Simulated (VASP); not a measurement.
# Re (P6/mmm) in VASP: relaxation of cell and atoms with BLYP

Aim: the relaxation of cell and atoms of Re with BLYP.

Everything below comes from runs of VASP 6.6.1. Logs are shortened: lines on timing, memory, paths and dates and some standing lists are left out, and cuts for length are marked.

## 1. The cell of the first run

The structure is hexagonal, space group P6/mmm (No. 191). The conventional cell has a = 4.365 Å, b = 4.365 Å, c = 2.676 Å, α = 90.00°, β = 90.00°, γ = 120.00°. Within 3.5 Å of Re (site symmetry 6/mmm) lie 14 Re at 2.68 to 2.85 Å. Re (site symmetry -6m2) has 11 Re at 2.52 to 2.85 Å within 3.3 Å.

This isn't the form of Re at room conditions, which is hcp.

## 2. Relaxation of cell and atoms, BLYP

INCAR

```
AGGAC = 1.0 ; AGGAX = 1.0
ALDAC = 0.0 ; ALDAX = 1.0
ALGO = Normal ; EDIFF = 1E-7
EDIFFG = -0.01 ; ENCUT = 560
GGA = B5 ; GGA_COMPAT = F
IBRION = 2 ; ISIF = 3
ISMEAR = -1 ; LASPH = T
LCHARG = F ; LREAL = F
LWAVE = F ; NELM = 120
NELMIN = 4 ; NSW = 80
PREC = Accurate ; SIGMA = 0.1
```

KPOINTS

```
k-points
0
Gamma
  8 8 12
```

POSCAR

```
Re
1.0
    4.3646887072      0.0000000000      0.0000000000
   -2.1823443536      3.7799313000      0.0000000000
    0.0000000000      0.0000000000      2.6755541775
Re
3
Direct
    0.0000000000      0.0000000000      0.0000000000
    0.3333333333      0.6666666667      0.5000000000
    0.6666666667      0.3333333333      0.5000000000
```

Potentials or basis: VASP PAW PBE potentials, release 64 (Re_sv_GW).

Started as:

```sh
$ cat potpaw_PBE.64/Re_sv_GW/POTCAR > POTCAR
$ mpirun -np 1 vasp_std > vasp.out
```

OUTCAR:

```text
EDIFF = 1E-7
   EDIFFG = -0.01
   ENCUT = 560
   GGA = B5
   IBRION = 2
   ISIF = 3
   ISMEAR = -1
   LASPH = T
   LREAL = F
   NELM = 120
   NELMIN = 4
   NSW = 80
   PREC = Accurate

 ion  position               nearest neighbor table
   1  0.000  0.000  0.000-   2 2.85   3 2.85   2 2.85   3 2.85   2 2.85   2 2.85   3 2.85   3 2.85
                             3 2.85   3 2.85   2 2.85   2 2.85
   2  0.333  0.667  0.500-   3 2.52   3 2.52   3 2.52   1 2.85   1 2.85   1 2.85   1 2.85   1 2.85
                             1 2.85
   3  0.667  0.333  0.500-   2 2.52   2 2.52   2 2.52   1 2.85   1 2.85   1 2.85   1 2.85   1 2.85
                             1 2.85

  LATTYP: Found a hexagonal cell.
 ALAT       =     4.3646887072
 C/A-ratio  =     0.6130000000

  Lattice vectors:

 A1 = (   4.3646887072,   0.0000000000,   0.0000000000)
 A2 = (  -2.1823443536,   3.7799313000,   0.0000000000)
 A3 = (   0.0000000000,   0.0000000000,   2.6755541775)

Analysis of symmetry for initial positions (statically):
=====================================================================
 Subroutine PRICEL returns:
 Original cell was already a primitive cell.

 Routine SETGRP: Setting up the symmetry group for a
 hexagonal supercell.

 Subroutine GETGRP returns: Found 24 space group operations
 (whereof 24 operations were pure point group operations)
 out of a pool of 24 trial point group operations.

The static configuration has the point symmetry D_6h.

Analysis of symmetry for dynamics (positions and initial velocities):
=====================================================================
 Subroutine PRICEL returns:
 Original cell was already a primitive cell.

 Routine SETGRP: Setting up the symmetry group for a
 hexagonal supercell.

 Subroutine GETGRP returns: Found 24 space group operations
 (whereof 24 operations were pure point group operations)
 out of a pool of 24 trial point group operations.

The dynamic configuration has the point symmetry D_6h.

 Subroutine INISYM returns: Found 24 space group operations
 (whereof 24 operations are pure point group operations),
 and found     1 'primitive' translations

----------------------------------------------------------------------------------------

                                     Primitive cell

  volume of cell :      44.1419

  direct lattice vectors                    reciprocal lattice vectors
     4.364688707  0.000000000  0.000000000     0.229111414  0.132277536  0.000000000
    -2.182344354  3.779931300  0.000000000     0.000000000  0.264555073  0.000000000
     0.000000000  0.000000000  2.675554178     0.000000000  0.000000000  0.373754345

  length of vectors
     4.364688707  4.364688707  2.675554178     0.264555073  0.264555073  0.373754345

  position of ions in fractional coordinates (direct lattice)
     0.000000000  0.000000000  0.000000000
     0.333333333  0.666666667  0.500000000
     0.666666667  0.333333333  0.500000000

  ion indices of the primitive-cell ions
   primitive index   ion index
                 1           1
                 2           2
                 3           3

----------------------------------------------------------------------------------------

 KPOINTS: k-points

Automatic generation of k-mesh.
 Grid dimensions read from file:
 generate k-points for:    8    8   12

 Generating k-lattice:

  Cartesian coordinates                     Fractional coordinates (reciprocal lattice)
     0.028638927  0.016534692  0.000000000     0.125000000 -0.000000000  0.000000000
     0.000000000  0.033069384  0.000000000     0.000000000  0.125000000  0.000000000
     0.000000000  0.000000000  0.031146195     0.000000000  0.000000000  0.083333333

  Length of vectors
     0.033069384  0.033069384  0.031146195

  Shift w.r.t. Gamma in fractional coordinates (k-lattice)
     0.000000000  0.000000000  0.000000000

 Subroutine IBZKPT returns following result:
 ===========================================

 Found     70 irreducible k-points:

 Following reciprocal coordinates:
            Coordinates               Weight
  0.000000  0.000000  0.000000      1.000000
  0.125000  0.000000  0.000000      6.000000
  0.250000  0.000000  0.000000      6.000000
  0.375000  0.000000  0.000000      6.000000
  0.500000  0.000000  0.000000      3.000000
  0.125000  0.125000  0.000000      6.000000
[... 16 lines left out ...]
  0.250000  0.000000  0.166667     12.000000
  0.375000  0.000000  0.166667     12.000000
 [... further k-points ...]
   k-points           NKPTS =     70   k-points in BZ     NKDIM =     70   number of bands    NBANDS=     27
   number of dos      NEDOS =    301   number of ions     NIONS =      3
   total plane-waves  NPLWV =  31104
   dimension x,y,z NGX =    36 NGY =   36 NGZ =   24
   dimension x,y,z NGXF=    72 NGYF=   72 NGZF=   48
   ions per type =               3
   NGX,Y,Z   is equivalent  to a cutoff of  13.71, 13.71, 14.91 a.u.
   NGXF,Y,Z  is equivalent  to a cutoff of  27.42, 27.42, 29.82 a.u.
 SYSTEM =  unknown system
   PREC   = accura    normal or accurate (medium, high low for compatibility)
   ISTART =      0    job   : 0-new  1-cont  2-samecut
   ICHARG =      2    charge: 1-file 2-atom 10-const
   ISPIN  =      1    spin polarized calculation?
   LNONCOLLINEAR =      F non collinear calculations
   LSORBIT =      F    spin-orbit coupling
   LASPH  =      T    aspherical Exc in radial PAW
   ENCUT  =  560.0 eV  41.16 Ry    6.42 a.u.   8.42  8.42  5.16*2*pi/ulx,y,z
   NELM   =    120;   NELMIN=  4; NELMDL= -5     # of ELM steps
   EDIFF  = 0.1E-06   stopping-criterion for ELM
   LREAL  =      F    real-space projection
   EDIFFG = -.1E-01   stopping-criterion for IOM
   NSW    =     80    number of steps for IOM
   IBRION =      2    ionic relax: 0-MD 1-quasi-New 2-CG
   NFREE  =      1    steps in history (QN), initial steepest desc. (CG)
   ISIF   =      3    stress and relaxation
   ISYM   =      2    0-nonsym 1-usesym 2-fastsym
   POTIM  = 0.5000    time-step for ionic-motion
   TEBEG  =    0.0;   TEEND  =   0.0 temperature during run
   PSTRESS=    0.0 pullay stress
   NELECT =      45.0000    total number of electrons
   NUPDOWN=      -1.0000    fix difference up-down
   EMIN   =  10.00;   EMAX   =-10.00  energy-range for DOS
   EFERMI =   0.00;   METHOD = LEGACY
   ISMEAR =    -1;   SIGMA  =   0.10  broadening in eV -4-tet -1-fermi 0-gaus
   EFERMI_NEDOS =   21; number of points for ismear=-14 and -15
   IALGO  =     38    algorithm
   IMIX   =      4    mixing-type and parameters
     AMIX     =   0.40;   BMIX     =  1.00
     AMIX_MAG =   1.60;   BMIX_MAG =  1.00
  volume/ion in A,a.u.               =      14.71        99.29
  Fermi-wavevector in a.u.,A,eV,Ry     =   1.647639  3.113586 36.935924  2.714714
  Thomas-Fermi vector in A             =   2.737064
   LORBIT       =      0    0 simple, 1 ext, 2 COOP (PROOUT), +10 PAW based schemes
   GGA     = B5    functional components
   LHFCALC =     F    Hartree Fock is set to
   AEXX    =    0.0000 exact exchange contribution
   IVDW    =     0    specifies the selected vdW correction
   LEPSILON=     F    determine dielectric tensor
   LRPA    =     F    only Hartree local field effects (RPA)
 conjugate gradient relaxation of ions
 non-spin polarized calculation
  energy-cutoff  :      560.00
  volume of cell :       44.14
 maximum number of plane-waves:      1354
 NGX is ok and might be reduce to    36
   NGX = 17   NGY = 17   NGZ = 11

--------------------------------------- Ionic step        1  -------------------------------------------

 number of electron      45.0000006 magnetization

 Free energy of the ion-electron system (eV)
  ---------------------------------------------------
  ext. energy  EPLUGINS =         0.00000000
  ---------------------------------------------------
  free energy    TOTEN  =       -36.60681686 eV

  energy without entropy =      -36.52686445  energy(sigma->0) =      -36.56684066

------------------------ aborting loop because EDIFF is reached ----------------------------------------

  FORCE on cell =-STRESS in cart. coord.  units (eV):
  Direction    XX          YY          ZZ          XY          YZ          ZX
  --------------------------------------------------------------------------------------
  -------------------------------------------------------------------------------------
  Total        6.1260734      6.1260734      8.9306342      0.0000000     -0.0000000      0.0000000
  in kB      222.3524148    222.3524148    324.1469578      0.0000000     -0.0000000      0.0000000
  external PRESSURE =     256.2839292 kB  Pullay stress =       0.0000000 kB
[... 22 lines left out ...]
  energy  without entropy=      -36.5268644498  energy(sigma->0) =      -36.56684066

--------------------------------------- Ionic step        2  -------------------------------------------

 number of electron      44.9999998 magnetization

 E-fermi :   8.8238     XC(G=0): -11.7126

 val. band max:        8.8227908042   @ k =   0.0000   0.0000   0.1667
 cond. band min:       8.8323425117   @ k =   0.1250   0.1250   0.0000
 fundamental gap:      0.0095517074
 Fermi energy:         8.8238203941

 k-point     1 :       0.0000    0.0000    0.0000
  band No.  band energies     occupation
      1     -70.7868      2.00000
      2     -70.7620      2.00000
      3     -70.7164      2.00000
      4     -32.9225      2.00000
      5     -32.9225      2.00000
      6     -32.7929      2.00000
[... 709 lines left out ...]
     26      10.4293      0.00000
     27      10.4807      0.00000

 [... further k-points ...]

------------------------ aborting loop because EDIFF is reached ----------------------------------------

  FORCE on cell =-STRESS in cart. coord.  units (eV):
  Direction    XX          YY          ZZ          XY          YZ          ZX
  --------------------------------------------------------------------------------------
  -------------------------------------------------------------------------------------
  Total      -17.0272153    -17.0272153    -15.4334854      0.0000000      0.0000000      0.0000000
  in kB     -447.8310853   -447.8310853   -405.9145553      0.0000000      0.0000000      0.0000000
  external PRESSURE =    -433.8589086 kB  Pullay stress =       0.0000000 kB
[... 55 lines left out ...]
  FREE ENERGIE OF THE ION-ELECTRON SYSTEM (eV)
  ---------------------------------------------------
  free  energy   TOTEN  =       -36.8561995913 eV

  energy  without entropy=      -36.7708234691  energy(sigma->0) =      -36.81351153

[... ionic steps 4 to 8 ...]

--------------------------------------- Ionic step        9  -------------------------------------------

 number of electron      44.9999999 magnetization

------------------------ aborting loop because EDIFF is reached ----------------------------------------

  FORCE on cell =-STRESS in cart. coord.  units (eV):
  Direction    XX          YY          ZZ          XY          YZ          ZX
  --------------------------------------------------------------------------------------
  -------------------------------------------------------------------------------------
  Total       -0.2023185     -0.2023185     -0.2593668      0.0000000     -0.0000000     -0.0000000
  in kB       -6.8276823     -6.8276823     -8.7529034      0.0000000     -0.0000000     -0.0000000
  external PRESSURE =      -7.4694227 kB  Pullay stress =       0.0000000 kB
[... 59 lines left out ...]
  energy  without entropy=      -36.7887266413  energy(sigma->0) =      -36.82890794

--------------------------------------- Ionic step       11  -------------------------------------------

 number of electron      44.9999999 magnetization

 Free energy of the ion-electron system (eV)
  ---------------------------------------------------
  ext. energy  EPLUGINS =         0.00000000
  ---------------------------------------------------
  free energy    TOTEN  =       -36.86909458 eV

  energy without entropy =      -36.78871379  energy(sigma->0) =      -36.82890419

 E-fermi :  12.5112     XC(G=0): -13.1159

 val. band max:       12.5062637160   @ k =   0.2500   0.1250   0.5000
 cond. band min:      12.5215237252   @ k =   0.3750   0.0000   0.0833
 fundamental gap:      0.0152600093
 Fermi energy:        12.5111884421

 k-point     1 :       0.0000    0.0000    0.0000
  band No.  band energies     occupation
      1     -66.9957      2.00000
      2     -66.9153      2.00000
      3     -66.8178      2.00000
      4     -29.4227      2.00000
      5     -29.4227      2.00000
      6     -29.1254      2.00000
[... 709 lines left out ...]
     26      14.8720      0.00000
     27      14.8885      0.00000

 [... further k-points ...]

------------------------ aborting loop because EDIFF is reached ----------------------------------------

  FORCE on cell =-STRESS in cart. coord.  units (eV):
  Direction    XX          YY          ZZ          XY          YZ          ZX
  --------------------------------------------------------------------------------------
  -------------------------------------------------------------------------------------
  Total        0.0190850      0.0190850     -0.0103464      0.0000000      0.0000000      0.0000000
  in kB        0.6456492      0.6456492     -0.3500207      0.0000000      0.0000000      0.0000000
  external PRESSURE =       0.3137592 kB  Pullay stress =       0.0000000 kB
[... 18 lines left out ...]
  FREE ENERGIE OF THE ION-ELECTRON SYSTEM (eV)
  ---------------------------------------------------
  free  energy   TOTEN  =       -36.8690945836 eV

  energy  without entropy=      -36.7887137891  energy(sigma->0) =      -36.82890419

 reached required accuracy - stopping structural energy minimisation
```

Run time: 11 min. Hardware: 1 thread of Intel Xeon 6975P-C (Granite Rapids), shared host; peak memory 0.24 GiB.

What came out:

| Item | Value |
| --- | --- |
| Free energy | -36.8691 eV |
| Relaxed volume | 15.79 Å³/atom |
| Relaxed cell | a = 4.432 Å, b = 4.432 Å, c = 2.785 Å, α = 90.00°, β = 90.00°, γ = 120.00° |
| Space group after relaxing (to 0.1 Å) | P6/mmm (No. 191) |
| Pressure after relaxing | 0.0 GPa |
| Band gap on the k mesh | zero (an odd number of electrons rules out a gap without spin polarisation) |

Final structure:
```cif
data_structure
_symmetry_space_group_name_H-M 'P 1'
_symmetry_Int_Tables_number 1
_cell_length_a 4.4316
_cell_length_b 4.4316
_cell_length_c 2.7845
_cell_angle_alpha 90.000
_cell_angle_beta 90.000
_cell_angle_gamma 120.000
_cell_volume 47.36
loop_
_atom_site_label
_atom_site_type_symbol
_atom_site_fract_x
_atom_site_fract_y
_atom_site_fract_z
_atom_site_occupancy
Re1 Re 0.00000 0.00000 0.00000 1
Re2 Re 0.33333 0.66667 0.50000 1
Re3 Re 0.66667 0.33333 0.50000 1
```

Caveat: the PAW data sets were made with another functional, which shifts forces and pressure a little; spin-orbit coupling is left out, which moves the levels of the heavy elements.
